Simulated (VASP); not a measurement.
A run of VASP 6.6.1 is set up as follows.

POSCAR

```
WS2
1.0
    3.1842228900      0.0000000000      0.0000000000
   -1.5921114500      2.7576179200      0.0000000000
    0.0000000000      0.0000000000     12.9782823600
W S
2 4
Direct
    0.3333333300      0.6666666700      0.2500000000
    0.6666666700      0.3333333300      0.7500000000
    0.3333333300      0.6666666700      0.6298049400
    0.6666666700      0.3333333300      0.1298049400
    0.3333333300      0.6666666700      0.8701950600
    0.6666666700      0.3333333300      0.3701950600
```

File INCAR.step1:

```
  ALGO = Normal
  EDIFF = 1E-4
  ENCUT = 520
  GGA = PE
  ISMEAR = 0
  LASPH = True
  LCHARG = False
  LREAL = False
  LWAVE = True
  NBANDS = 35
  NELM = 80
  PREC = Accurate
  SIGMA = 0.1
```

The input INCAR.step2:

```
  ALGO = Normal
  EDIFF = 1E-6
  ENCUT = 520
  ISIF = 2
  ISMEAR = 0
  ISTART = 1
  LASPH = True
  LCHARG = False
  LMIXTAU = True
  LREAL = False
  LWAVE = False
  METAGGA = R2SCAN
  NBANDS = 35
  NELM = 80
  PREC = Accurate
  SIGMA = 0.1
```

KPOINTS

```
k-points
0
Gamma
  6 6 2
```

Potentials or basis: VASP PAW PBE potentials, release 64 (W_sv, S).

Command:

```bash
$ cat potpaw_PBE.64/W_sv/POTCAR potpaw_PBE.64/S/POTCAR > POTCAR
$ cp INCAR.step1 INCAR
$ mpirun -np 1 vasp_std > vasp.out
$ cp INCAR.step2 INCAR
$ mpirun -np 1 vasp_std > vasp.out
```

Q: Predict the pressure.

A: -0.1 GPa.

Q: Estimate the band gap on the k mesh.

A: 1.35 eV, indirect (least direct gap 1.87 eV).

Forces in eV/Å, atoms in the order of the input:
```
W    0.000  0.000  0.000
W    0.000  0.000  0.000
S    0.000  0.000  0.007
S    0.000  0.000  0.007
S    0.000  0.000 -0.007
S    0.000  0.000 -0.007
```

Caveat: the PAW data sets were made with another functional, which shifts forces and pressure a little; spin-orbit coupling is left out, which moves the levels of the heavy elements. r2SCAN opens gaps a little over a GGA but as a rule still falls short of measured ones.
